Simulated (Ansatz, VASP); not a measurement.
# Rh: VASP beside Ansatz

Contents of INCAR:

```
PREC     = Accurate       # precision mode
ENCUT    = 500            # plane-wave cutoff, eV
EDIFF    = 1E-6           # SCF threshold, eV
ISMEAR   = 0              # smearing method
SIGMA    = 0.1            # smearing width, eV
LREAL    = False          # projectors in reciprocal space
LASPH    = True           # aspherical terms in the spheres
NELM     = 120            # most SCF steps
ALGO     = Normal         # electronic algorithm
ISIF     = 2              # what is computed and relaxed
LWAVE    = False          # write WAVECAR
LCHARG   = False          # write CHGCAR
NBANDS   = 14             # bands
GGA_COMPAT= False
```

File KPOINTS:

```
Automatic mesh
0
Gamma
  8 8 8
```

The input POSCAR:

```
Rh
1.0
   -1.5110298079      1.5110298079      1.5110298079
    1.5110298079     -1.5110298079      1.5110298079
    1.5110298079      1.5110298079     -1.5110298079
Rh
1
Direct
    0.0000000000      0.0000000000      0.0000000000
```

Input for Ansatz:

```yaml
crystal:
  lattice:
    - [-1.5110298079, 1.5110298079, 1.5110298079]
    - [1.5110298079, -1.5110298079, 1.5110298079]
    - [1.5110298079, 1.5110298079, -1.5110298079]
  atoms:
    - { symbol: Rh, position: [0.0, 0.0, 0.0] }
basis:
  ecutwfc: 420
kpoints:
  mp_grid: { grid: [8, 8, 8] }
hamiltonian:
  xc: lda
  pseudopotentials: { kind: paw, azcp: { folder: soft_1 } }
scf:
  occupations: { method: gaussian, width: 0.1 }
output:
  forces: true
  stress: true
  eigenvalues: true
```

Alike in both runs: task single point; functional LDA; k mesh 8 × 8 × 8; occupations gaussian, width 0.1 eV; no spin polarisation.

|  | VASP | Ansatz |
| --- | --- | --- |
| version | VASP 6.6.1 | Ansatz 0.2.0 |
| potentials or method | VASP PAW LDA potentials, release 64 (Rh_pv), cutoff 500 eV | scalar-relativistic, plane waves, PAW |
| valence electrons in the cell | 15 | 17 |

|  | VASP | Ansatz | Ansatz less VASP |
| --- | --- | --- | --- |
| gap on the k mesh at the Fermi level (eV) | none | none | - |
| pressure (GPa) | -3.4 | -4.2 | -0.77 |

Ansatz warns that its potentials were made for another functional, while VASP's fit it. LDA's correlation is that of Perdew and Zunger in VASP and of Perdew and Wang (1992) in Ansatz. A gap of «none» marks a metal or a gap that the smearing closes. VASP's potentials hold 15 valence electrons a cell and Ansatz's 17, so a difference there can come from the potentials and not from the codes.

The k mesh is coarse, so the values compare programs but aren't converged.
